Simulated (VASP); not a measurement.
The system is MgS.

```
Mg S
1.0
    -0.07622    2.60152    2.60152
     2.60152   -0.07622    2.60152
     2.52529    2.52529    0.00000
Mg S
1 1
Direct
  0.00000 0.00000 0.00000
  0.50000 0.50000 0.50000
```

This cell differs from its parent crystal: shear xy strain -5.9%.

Base run:

```yaml
Program: VASP 6.6.1
Functional: r2SCAN
Potentials_or_basis: VASP PAW PBE potentials, release 64 (Mg, S)
Cutoff: 520 eV
k_mesh: 8 × 8 × 8
Occupations: gaussian, width 0.01 eV
Spin: no spin polarisation
```

Its results: band gap on the k mesh 3.00 eV (least direct gap 4.26 eV); pressure -0.4 GPa.

Task: The run is repeated on the same cell with these changes: functional from r2SCAN to PBE; occupations from gaussian, width 0.01 eV to fermi-dirac, width 0.02 eV. What comes out?

Result: Band gap on the k mesh 2.37 eV (least direct gap 3.38 eV); pressure 0.9 GPa.

Caveats: the PAW data sets were made with another functional, which shifts forces and pressure a little (at least some runs).

A k mesh can miss the band edges.
